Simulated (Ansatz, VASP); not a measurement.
# SiNi in VASP and in Ansatz

```
CELL_PARAMETERS angstrom
2.94277 0.00000 0.00000
0.00000 3.28033 0.00000
0.00000 0.00000 4.67745
ATOMIC_POSITIONS crystal
Ni 0.50000 0.50000 0.34250
Ni 0.00000 0.00000 0.65750
Si 0.50000 0.50000 0.84314
Si 0.00000 0.00000 0.15686
```

Alike in both runs: task single point; functional LDA; k mesh 9 × 8 × 6; occupations fermi-dirac, width 0.05 eV; collinear spin.

|  | VASP | Ansatz |
| --- | --- | --- |
| version | VASP 6.6.1 | Ansatz 0.2.0 |
| potentials or method | VASP PAW LDA potentials, release 64 (Ni, Si) | Ansatz PAW |
| plane-wave cutoff (eV) | 520 | 420 |
| valence electrons in the cell | 28 | 44 |

|  | VASP | Ansatz | Ansatz less VASP |
| --- | --- | --- | --- |
| gap on the k mesh at the Fermi level (eV) | none | none | - |
| pressure (GPa) | -4.6 | -4.9 | -0.32 |
| traceless stress, the component that is largest in VASP (GPa) | -1.78 | -2.01 | -0.230 |
| rms of the force components (eV/Å) | 0.098 | 0.099 | +0.0016 |
| net moment per atom (μB) | 0.00 | 0.00 | 0.000 |

LDA's correlation is that of Perdew and Zunger in VASP and of Perdew and Wang (1992) in Ansatz. Atom by atom the forces differ by 0.007 eV/Å (rms over components). A gap of «none» marks a metal or a gap that the smearing closes. VASP's potentials hold 28 valence electrons a cell and Ansatz's 44, so a difference there can come from the potentials and not from the codes.
